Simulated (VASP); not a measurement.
# H11C2NO4 in VASP: further runs

Runs on H11C2NO4. Level: PBE. Tasks: single point.

All numbers are computed with VASP 6.6.1; they aren't measurements. Logs are shortened: lines on timing, memory, paths and dates and some standing lists are left out, and cuts for length are marked.

### Step 1. The cell of the first run

The cell holds an amorphous packing of atoms, 18 atoms: a = 5.915 Å, b = 5.915 Å, c = 5.915 Å, α = 90.00°, β = 90.00°, γ = 90.00°.

### Step 2. Single point, PBE

INCAR

```
PREC = Accurate
ENCUT = 910
EDIFF = 1E-6
ISMEAR = -1
SIGMA = 0.02
LREAL = Auto
LASPH = T
NELM = 120
ALGO = Normal
ISIF = 2
LWAVE = F
LCHARG = F
GGA = PE
NBANDS = 39
GGA_COMPAT = F
```

KPOINTS

```
regular mesh
0
Gamma
  1 1 1
```

POSCAR

```
H11C2NO4
1.0
    5.9154820000      0.0000000000      0.0000000000
    0.0000000000      5.9154820000      0.0000000000
    0.0000000000      0.0000000000      5.9154820000
O H C N
4 11 2 1
Direct
    0.9513848576      0.1083428197      0.6445290511
    0.6586952678      0.6086570798      0.5510624493
    0.3856828573      0.9506748563      0.7879831263
    0.6333887923      1.0977803668      0.2291613769
    1.1043394266      0.0752094250      0.6853372219
    0.9305750571      0.2715924079      0.6376995146
    0.6751605364      0.7652799890      0.5171852437
    0.5171852437      0.5549167422      0.4701561090
    0.4854549469      1.0093175839      0.9101371621
    0.4370058095      0.8001714822      0.7318423080
    0.7603775990      1.1148711128      0.3421699195
    0.5332786069      1.2302125169      0.2588461938
    0.9567605818      0.8890061706      1.0304992898
    0.9919394565      0.6373445139      0.8658466039
    0.7964355229      0.6264747319      1.0910184496
    0.9612910664      0.6970184340      1.0278621421
    1.1459590275      0.6053268356      1.1504387977
    1.3074843267      0.5444357704      1.2398989634
```

Potentials or basis: VASP PAW PBE potentials, release 64 (O_h, H_h, C_h, N_h).

Started as:

```sh
$ cat potpaw_PBE.64/O_h/POTCAR potpaw_PBE.64/H_h/POTCAR potpaw_PBE.64/C_h/POTCAR potpaw_PBE.64/N_h/POTCAR > POTCAR
$ mpirun -np 1 vasp_gam > vasp.out
```

OUTCAR:

```text
PREC = Accurate
   ENCUT = 910
   EDIFF = 1E-6
   ISMEAR = -1
   LREAL = Auto
   LASPH = T
   NELM = 120
   ISIF = 2
   GGA = PE

 ion  position               nearest neighbor table
   1  0.951  0.108  0.645-   5 0.96   6 0.97
   2  0.659  0.609  0.551-   7 0.95   8 1.02
   3  0.386  0.951  0.788-   9 1.00  10 1.00
   4  0.633  0.098  0.229-  12 1.00  11 1.01
   5  0.104  0.075  0.685-   1 0.96
   6  0.931  0.272  0.638-   1 0.97
   7  0.675  0.765  0.517-   2 0.95
   8  0.517  0.555  0.470-   2 1.02
   9  0.485  0.009  0.910-   3 1.00
  10  0.437  0.800  0.732-   3 1.00
  11  0.760  0.115  0.342-   4 1.01
  12  0.533  0.230  0.259-   4 1.00
  13  0.957  0.889  0.030-  16 1.14
  14  0.992  0.637  0.866-  16 1.04
  15  0.796  0.626  0.091-  16 1.12
  16  0.961  0.697  0.028-  14 1.04  15 1.12  13 1.14  17 1.42
  17  0.146  0.605  0.150-  18 1.15  16 1.42
  18  0.307  0.544  0.240-  17 1.15

  LATTYP: Found a simple cubic cell.
 ALAT       =     5.9154820000

  Lattice vectors:

 A1 = (   5.9154820000,   0.0000000000,   0.0000000000)
 A2 = (   0.0000000000,   5.9154820000,   0.0000000000)
 A3 = (   0.0000000000,   0.0000000000,   5.9154820000)

Analysis of symmetry for initial positions (statically):
=====================================================================
 Subroutine PRICEL returns:
 Original cell was already a primitive cell.

 Routine SETGRP: Setting up the symmetry group for a
 simple cubic supercell.

 Subroutine GETGRP returns: Found  1 space group operations
 (whereof  1 operations were pure point group operations)
 out of a pool of 48 trial point group operations.

The static configuration has the point symmetry C_1 .

Analysis of symmetry for dynamics (positions and initial velocities):
=====================================================================
 Subroutine PRICEL returns:
 Original cell was already a primitive cell.

 Routine SETGRP: Setting up the symmetry group for a
 simple cubic supercell.

 Subroutine GETGRP returns: Found  1 space group operations
 (whereof  1 operations were pure point group operations)
 out of a pool of 48 trial point group operations.

The dynamic configuration has the point symmetry C_1 .

 Subroutine INISYM returns: Found  1 space group operations
 (whereof  1 operations are pure point group operations),
 and found     1 'primitive' translations

----------------------------------------------------------------------------------------

[... 105 lines left out ...]
   NFREE  =      0    steps in history (QN), initial steepest desc. (CG)
   ISIF   =      2    stress and relaxation
   ISYM   =      2    0-nonsym 1-usesym 2-fastsym
   POTIM  = 0.5000    time-step for ionic-motion
   TEBEG  =    0.0;   TEEND  =   0.0 temperature during run
   PSTRESS=    0.0 pullay stress
   NELECT =      48.0000    total number of electrons
   NUPDOWN=      -1.0000    fix difference up-down
   EMIN   =  10.00;   EMAX   =-10.00  energy-range for DOS
   EFERMI =   0.00;   METHOD = LEGACY
   ISMEAR =    -1;   SIGMA  =   0.02  broadening in eV -4-tet -1-fermi 0-gaus
   EFERMI_NEDOS =   21; number of points for ismear=-14 and -15
   IALGO  =     38    algorithm
   IMIX   =      4    mixing-type and parameters
     AMIX     =   0.40;   BMIX     =  1.00
     AMIX_MAG =   1.60;   BMIX_MAG =  1.00
  volume/ion in A,a.u.               =      11.50        77.61
  Fermi-wavevector in a.u.,A,eV,Ry     =   1.005769  1.900629 13.763275  1.011572
  Thomas-Fermi vector in A             =   2.138470
   LORBIT       =      0    0 simple, 1 ext, 2 COOP (PROOUT), +10 PAW based schemes
   GGA     = PE    functional components
   LHFCALC =     F    Hartree Fock is set to
   AEXX    =    0.0000 exact exchange contribution
   IVDW    =     0    specifies the selected vdW correction
   LEPSILON=     F    determine dielectric tensor
   LRPA    =     F    only Hartree local field effects (RPA)
 non-spin polarized calculation
  energy-cutoff  :      910.00
  volume of cell :      207.00
 maximum number of plane-waves:      6483
 NGX is ok and might be reduce to    60
   NGX = 29   NGY = 29   NGZ = 29

 number of electron      48.0000000 magnetization

 Free energy of the ion-electron system (eV)
  ---------------------------------------------------
  ext. energy  EPLUGINS =         0.00000000
  ---------------------------------------------------
  free energy    TOTEN  =       -95.25528658 eV

  energy without entropy =      -95.25528658  energy(sigma->0) =      -95.25528658

 E-fermi :  -3.0428     XC(G=0):  -6.6330

 val. band max:       -3.6126451553   @ k =   0.0000   0.0000   0.0000
 cond. band min:       1.4205058335   @ k =   0.0000   0.0000   0.0000
 fundamental gap:      5.0331509888
 Fermi energy:        -3.0427654260

 k-point     1 :       0.0000    0.0000    0.0000
  band No.  band energies     occupation
      1     -21.8702      2.00000
      2     -21.7025      2.00000
      3     -21.4020      2.00000
      4     -21.2330      2.00000
      5     -19.8629      2.00000
      6     -16.0449      2.00000
[... 28 lines left out ...]
     35       7.0833      0.00000
     36       7.6876      0.00000
 [bands above 36 left out]

------------------------ aborting loop because EDIFF is reached ----------------------------------------

  FORCE on cell =-STRESS in cart. coord.  units (eV):
  Direction    XX          YY          ZZ          XY          YZ          ZX
  --------------------------------------------------------------------------------------
  -------------------------------------------------------------------------------------
  Total       -1.4645582     -2.9217273      1.5183943     -0.4824939     -0.8992158     -0.3274292
  in kB      -11.3356601    -22.6141278     11.7523504     -3.7344960     -6.9599178     -2.5342972
  external PRESSURE =      -7.3991458 kB  Pullay stress =       0.0000000 kB

 VOLUME and BASIS-vectors are now :
 -----------------------------------------------------------------------------
  energy-cutoff  :      910.00
  volume of cell :      207.00
      direct lattice vectors                 reciprocal lattice vectors
     5.915482000  0.000000000  0.000000000     0.169047932  0.000000000  0.000000000
     0.000000000  5.915482000  0.000000000     0.000000000  0.169047932  0.000000000
     0.000000000  0.000000000  5.915482000     0.000000000  0.000000000  0.169047932

 POSITION                                       TOTAL-FORCE (eV/Angst)
 -----------------------------------------------------------------------------------
      5.62790      0.64090      3.81270        -1.493443      0.347875     -0.615960
      3.89650      3.60050      3.25980        -1.010748     -1.608793      0.246306
      2.28150      5.62370      4.66130         0.040657     -0.086662      0.186453
      3.74680      0.57842      1.35560         0.387936      0.905134      0.907499
      0.61722      0.44490      4.05410         1.264504     -0.063516      0.239692
      5.50480      1.60660      3.77230         0.200593     -0.167908      0.158819
[... 10 lines left out ...]
      0.86342      3.58080      0.88992        -0.537679      0.937689      0.065081
      1.81892      3.22060      1.41912         1.104780     -1.004123      0.823562
 -----------------------------------------------------------------------------------
    total drift:                               -0.003149      0.001806     -0.005996

  FREE ENERGIE OF THE ION-ELECTRON SYSTEM (eV)
  ---------------------------------------------------
  free  energy   TOTEN  =       -95.2552865782 eV

  energy  without entropy=      -95.2552865782  energy(sigma->0) =      -95.25528658
```

OSZICAR:

```text
N       E                     dE             d eps       ncg     rms          rms(c)
DAV:   1     0.541372750795E+03    0.54137E+03   -0.31810E+04    78   0.170E+03
DAV:   2     0.674089343835E+01   -0.53463E+03   -0.49135E+03   108   0.315E+02
DAV:   3    -0.102101351536E+03   -0.10884E+03   -0.10728E+03   108   0.146E+02
DAV:   4    -0.105032258366E+03   -0.29309E+01   -0.29175E+01    92   0.269E+01
DAV:   5    -0.105091056684E+03   -0.58798E-01   -0.58776E-01   108   0.380E+00    0.186E+01
DAV:   6    -0.959337549530E+02    0.91573E+01   -0.23436E+01   100   0.225E+01    0.760E+00
DAV:   7    -0.954027352720E+02    0.53102E+00   -0.16920E+00    92   0.660E+00    0.437E+00
DAV:   8    -0.952521104514E+02    0.15062E+00   -0.41713E-01   100   0.364E+00    0.112E+00
DAV:   9    -0.952519113646E+02    0.19909E-03   -0.37267E-02    92   0.115E+00    0.376E-01
DAV:  10    -0.952542419466E+02   -0.23306E-02   -0.10163E-02    92   0.660E-01    0.163E-01
DAV:  11    -0.952551109939E+02   -0.86905E-03   -0.23630E-03    92   0.306E-01    0.687E-02
DAV:  12    -0.952552903816E+02   -0.17939E-03   -0.46496E-04    85   0.140E-01    0.365E-02
DAV:  13    -0.952552873218E+02    0.30599E-05   -0.89908E-05   100   0.806E-02    0.109E-02
DAV:  14    -0.952552874070E+02   -0.85196E-07   -0.30862E-05    85   0.320E-02    0.936E-03
DAV:  15    -0.952552865782E+02    0.82876E-06   -0.70087E-06   108   0.187E-02
   1 F= -.95255287E+02 E0= -.95255287E+02  d E =-.499297E-12
```

It took 23 s on 1 thread of Intel Xeon 6975P-C (Granite Rapids), shared host; peak memory 0.44 GiB.

Results:

- Free energy: -95.2553 eV
- Pressure: -0.7 GPa
- Largest force: 2.549 eV/Å
- Band gap on the k mesh: 5.03 eV

Forces on the atoms (eV/Å):
```
O   -1.493  0.348 -0.616
O   -1.011 -1.609  0.246
O    0.041 -0.087  0.186
O    0.388  0.905  0.907
H    1.265 -0.064  0.240
H    0.201 -0.168  0.159
H    0.053  0.958 -0.488
H    1.123  0.744  0.159
H   -0.275 -0.843 -0.706
H    0.258  0.980  0.748
H   -0.984 -0.137 -0.790
H    0.579 -0.719 -0.137
H    0.063 -1.170 -0.015
H   -0.156 -0.419 -2.509
H    0.431  0.305 -0.219
C   -1.048  1.041  1.946
C   -0.538  0.938  0.065
N    1.105 -1.004  0.824
```

Caveat: the k points lie up to 1.06 Å⁻¹ apart; the cutoff is under 1.25 times the usual one of these potentials, so pressure, stress and relaxed cells hold a basis-set (Pulay) error.

### Step 3. Single point, PBE

INCAR

```
  ALGO = Normal
  EDIFF = 1E-6
  ENCUT = 910
  GGA = PE
  GGA_COMPAT = F
  ISIF = 2
  ISMEAR = -1
  LASPH = T
  LCHARG = T
  LELF = T
  LREAL = Auto
  LVHAR = T
  LWAVE = F
  NBANDS = 39
  NELM = 120
  PREC = Accurate
  SIGMA = 0.02
```

KPOINTS

```
k-points
0
Gamma
  1 1 1
```

POSCAR

```
H11C2NO4
1.0
    5.9154820000      0.0000000000      0.0000000000
    0.0000000000      5.9154820000      0.0000000000
    0.0000000000      0.0000000000      5.9154820000
O H C N
4 11 2 1
Direct
    0.9358493526      0.0673656010      0.6930119980
    0.6453235763      0.7282923015      0.5951501501
    0.3517887469      1.0363990627      0.8298055847
    0.6187154318      1.1450630735      0.2386111563
    1.0911536879      0.0702901302      0.7389254164
    0.8501082414      0.1464800332      0.8112441218
    0.7387056541      0.8623642165      0.5812036957
    0.5593627028      0.7142782279      0.4569534655
    0.4219436387      1.0785596170      0.9686446514
    0.4515439317      0.9124869284      0.7638768912
    0.7602761702      1.1751197958      0.3118427205
    0.5204478688      1.2492304093      0.3287813233
    0.9143126460      0.8392891737      1.0986763209
    0.9339053014      0.6189013845      0.9121319277
    0.8001038630      0.5610531821      1.1779598011
    0.9308455338      0.6558721673      1.0865893937
    1.1391633006      0.5970265821      1.1991415070
    1.2926081087      0.5190109614      1.2953635900
```

Potentials or basis: VASP PAW PBE potentials, release 64 (O_h, H_h, C_h, N_h).

Started as:

```sh
$ cat potpaw_PBE.64/O_h/POTCAR potpaw_PBE.64/H_h/POTCAR potpaw_PBE.64/C_h/POTCAR potpaw_PBE.64/N_h/POTCAR > POTCAR
$ mpirun -np 1 vasp_gam > vasp.out
```

Run time: 32 s. Hardware: 1 thread of AMD EPYC 9R45 (Zen 5), shared host; peak memory 0.42 GiB.

The run converged. Its results:

| Property | Result |
| --- | --- |
| Free energy | -95.3374 eV |
| Pressure | 0.9 GPa |
| Largest force | 2.271 eV/Å |
| Band gap on the k mesh | 4.98 eV |

Forces in eV/Å, atoms in the order of the input:
```
O   -2.172  0.574 -0.332
O   -0.411 -0.378  0.529
O    0.577 -1.264 -1.100
O   -0.934  0.713  0.503
H    1.455 -0.044  0.476
H    0.361 -0.192 -0.506
H    0.620  0.372 -0.013
H   -0.298 -0.075 -0.237
H    0.529  0.278  0.881
H   -0.729  0.698  0.369
H    0.863 -0.195  0.308
H    0.068 -0.451 -0.774
H   -0.497  0.105  0.143
H    0.037 -0.556 -1.469
H   -0.540  0.247 -0.167
C    0.848  0.650  1.558
C    0.331 -0.927 -0.037
N   -0.107  0.444 -0.131
```

Stress tensor (GPa, compression positive):
```
 1.92  1.02  1.41
 1.02 -0.14 -0.27
 1.41 -0.27  1.00
```

Levels at points of the mesh, in eV from the valence-band top:
```tsv
k point	band 20	band 21	band 22	band 23	band 24	band 25	band 26	band 27	band 28	band 29
(0.00, 0.00, 0.00)	-1.40	-0.64	-0.45	-0.30	0.00	4.98	6.15	6.47	7.96	8.75
```

Caveat: the k points lie up to 1.06 Å⁻¹ apart; the cutoff is under 1.25 times the usual one of these potentials, so pressure, stress and relaxed cells hold a basis-set (Pulay) error.

### Step 4. Single point, PBE

INCAR

```
SYSTEM = H11C2NO4
PREC = Accurate
ENCUT = 910
EDIFF = 1E-6
ISMEAR = -1
SIGMA = 0.02
LREAL = Auto
LASPH = .TRUE.
NELM = 120
ALGO = Normal
ISIF = 2
LWAVE = .FALSE.
LCHARG = .FALSE.
GGA = PE
NBANDS = 39
GGA_COMPAT = .FALSE.
```

KPOINTS

```
Automatic mesh
0
G
  1 1 1
  0 0 0
```

POSCAR

```
H11C2NO4
1.0
    5.9154820000      0.0000000000      0.0000000000
    0.0000000000      5.9154820000      0.0000000000
    0.0000000000      0.0000000000      5.9154820000
O H C N
4 11 2 1
Direct
    0.9323055163      0.2304314741      0.7448271445
    0.6608410960      0.5886675064      0.5039499119
    0.4281863605      0.9856067624      0.6636867496
    0.6830480920      1.0199136451      0.2526821631
    1.0563057027      0.1664098012      0.6567753467
    0.8541122809      0.3352916545      0.6428686287
    0.7293635464      0.7116323184      0.4163220035
    0.5349789011      0.5375325416      0.4045428791
    0.5170012681      1.0507055769      0.7867995953
    0.4919352690      0.8323437566      0.6450064112
    0.5872663851      1.0626728911      0.3826472964
    0.7550096219      1.1586311585      0.2032904625
    1.0223134430      0.8943719760      0.9810427344
    1.0376928949      0.6675420626      0.7800758759
    0.8365705030      0.6576740611      1.0048389576
    1.0089753544      0.7110551669      0.9585272764
    1.1742259546      0.5982022619      1.0958746125
    1.3089701100      0.5055682847      1.2050202509
```

Started as:

```sh
$ cat potpaw_PBE.64/O_h/POTCAR potpaw_PBE.64/H_h/POTCAR potpaw_PBE.64/C_h/POTCAR potpaw_PBE.64/N_h/POTCAR > POTCAR
$ mpirun -np 1 vasp_gam > vasp.out
```

Wall time 40 s (1 thread of Intel Xeon Platinum 8488C (Sapphire Rapids), shared host); peak memory 0.44 GiB.

It converged, with:

| Property | Result |
| --- | --- |
| Free energy | -95.6109 eV |
| Pressure | -0.7 GPa |
| Largest force | 0.215 eV/Å |
| Band gap on the k mesh | 4.98 eV |

Forces on the atoms (eV/Å):
```
O    0.007  0.015 -0.214
O    0.006  0.010 -0.022
O    0.053 -0.044  0.077
O   -0.088  0.022  0.108
H   -0.105  0.078  0.123
H    0.066 -0.036  0.068
H   -0.022 -0.007  0.014
H    0.083  0.037  0.047
H   -0.072 -0.087 -0.122
H   -0.039  0.123  0.034
H    0.071 -0.049 -0.120
H    0.005 -0.025 -0.025
H    0.009  0.027  0.002
H   -0.008  0.030  0.012
H    0.016 -0.009  0.005
C    0.025 -0.011  0.017
C    0.069 -0.111  0.038
N   -0.075  0.040 -0.042
```

Stress tensor (GPa, compression positive):
```
-1.03  0.34  0.15
 0.34 -0.54  0.35
 0.15  0.35 -0.57
```

Levels at points of the mesh, in eV from the valence-band top:
| k point | band 20 | band 21 | band 22 | band 23 | band 24 | band 25 | band 26 | band 27 | band 28 | band 29 |
| --- | --- | --- | --- | --- | --- | --- | --- | --- | --- | --- |
| (0.00, 0.00, 0.00) | -1.39 | -0.72 | -0.50 | -0.19 | 0.00 | 4.98 | 6.30 | 6.35 | 8.33 | 8.62 |

Caveat: the k points lie up to 1.06 Å⁻¹ apart; the cutoff is under 1.25 times the usual one of these potentials, so pressure, stress and relaxed cells hold a basis-set (Pulay) error.

### Step 5. Single point, PBE

Edit INCAR of step 4 so:

```diff
@@ -12,4 +12,6 @@
 LWAVE = .FALSE.
-LCHARG = .FALSE.
+LCHARG = .TRUE.
 GGA = PE
+LELF = .TRUE.
+LVHAR = .TRUE.
 NBANDS = 39
```

KPOINTS is that of step 4.

POSCAR

```
H11C2NO4
1.0
    5.9154820000      0.0000000000      0.0000000000
    0.0000000000      5.9154820000      0.0000000000
    0.0000000000      0.0000000000      5.9154820000
O H C N
4 11 2 1
Direct
    0.9731751360      0.1274790457      0.6338452217
    0.6363640359      0.5998834922      0.5517724507
    0.3858350004      0.9498634262      0.7562021151
    0.6327802198      1.0878910628      0.2234982711
    1.1190465967      0.0464374670      0.6505640622
    0.9976025622      0.2428542594      0.5241500185
    0.7515363921      0.7021405863      0.4864185201
    0.5140071426      0.5754898756      0.4317991332
    0.4604358529      1.0102642523      0.8949228482
    0.4867397112      0.8232972393      0.7096125049
    0.7183860926      1.0705805546      0.3665466314
    0.4983533041      1.1682902594      0.2800278997
    0.9236440919      0.8513084817      0.9330093473
    0.8998928574      0.5427621959      0.8996561903
    0.8192231842      0.6788119717      1.1329930511
    0.9541234341      0.6793529251      1.0046518610
    1.1619002475      0.6192056708      1.1042379979
    1.3299000825      0.5491353029      1.1817633796
```

Started as:

```sh
$ cat potpaw_PBE.64/O_h/POTCAR potpaw_PBE.64/H_h/POTCAR potpaw_PBE.64/C_h/POTCAR potpaw_PBE.64/N_h/POTCAR > POTCAR
$ mpirun -np 1 vasp_gam > vasp.out
```

It used 55 s of CPU time on 1 thread of AMD EPYC 7R13 Processor (Zen 3), with other jobs on the host.

Results (log left out):

| Quantity | Value |
| --- | --- |
| Free energy | -95.1187 eV |
| Pressure | -1.2 GPa |
| Largest force | 1.868 eV/Å |
| Band gap on the k mesh | 4.93 eV |

Forces in eV/Å, atoms in the order of the input:
```
O   -0.187 -0.972  0.312
O   -0.353  0.263 -0.624
O    0.839  0.015  0.892
O   -0.211  0.230  0.911
H   -0.029  0.358  0.062
H    0.251  0.693 -0.470
H   -0.793 -0.514  0.137
H    1.181  0.362  0.487
H   -0.490 -0.316 -0.862
H   -0.356  0.170 -0.071
H   -0.119  0.040 -0.505
H    0.402 -0.129 -0.380
H    0.851 -0.596 -0.107
H   -0.187 -0.560 -1.195
H   -0.105 -0.183  0.398
C   -1.416  1.098  0.528
C    1.470 -0.224  0.362
N   -0.749  0.263  0.125
```

Stress tensor (GPa, compression positive):
```
-2.32  0.58 -1.37
 0.58 -0.59 -0.18
-1.37 -0.18 -0.60
```

Levels at points of the mesh, in eV from the valence-band top:
```
           k point  band 22  band 23  band 24  band 25  band 26  band 27
(0.00, 0.00, 0.00)    -0.21    -0.06     0.00     4.93     6.12     6.31
```

Caveat: the k points lie up to 1.06 Å⁻¹ apart; the cutoff is under 1.25 times the usual one of these potentials, so pressure, stress and relaxed cells hold a basis-set (Pulay) error.
